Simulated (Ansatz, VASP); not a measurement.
# Two plane-wave programs on TiRuC4N4

```
Ti Ru C N
1.0
     3.92592   -4.73059    0.00000
     3.92592    4.73059    0.00000
     0.00000    0.00000    4.90285
Ti Ru C N
1 1 4 4
Cartesian
  0.0000 0.0000 2.6639
  3.9259 0.0000 4.4998
  3.9259 -1.9422 4.1238
  5.5241 0.0000 0.6172
  2.3278 0.0000 0.6172
  3.9259 1.9422 4.1238
  3.9259 -3.0320 3.6362
  6.3491 0.0000 1.5151
  1.5028 0.0000 1.5151
  3.9259 3.0320 3.6362
```

Change from the starting cell: the structure that the rattled cell fell into.

Alike in both runs: task single point; functional PBE; k mesh 4 × 4 × 4; occupations gaussian, width 0.1 eV; collinear spin.

```csv
,VASP,Ansatz
version,VASP 6.6.1,Ansatz 0.2.0
potentials or method,"VASP PAW PBE potentials, release 64 (Ti_sv, Ru_pv, C, N), cutoff 520 eV","scalar-relativistic, plane waves, PAW"
valence electrons in the cell,62,64
```

VASP gave:

- gap on the k mesh at the Fermi level (eV): none
- pressure (GPa): -1.1
- traceless stress, the component that is largest in VASP (GPa): 0.34
- rms of the force components (eV/Å): 0.235
- net moment per atom (μB): 0.00

Q: Estimate Ansatz's values.

A: gap on the k mesh at the Fermi level (eV): none; pressure (GPa): -1.3; traceless stress, the component that is largest in VASP (GPa): 0.22; rms of the force components (eV/Å): 0.306; net moment per atom (μB): 0.00.

Atom by atom the forces differ by 0.118 eV/Å (rms over components). A gap of «none» marks a metal or a gap that the smearing closes. VASP's potentials hold 62 valence electrons a cell and Ansatz's 64, so a difference there can come from the potentials and not from the codes. Ansatz's warnings: seeded moment not kept.

Noted on VASP's run: the standard files for N, O and F lose accuracy on very short bonds.
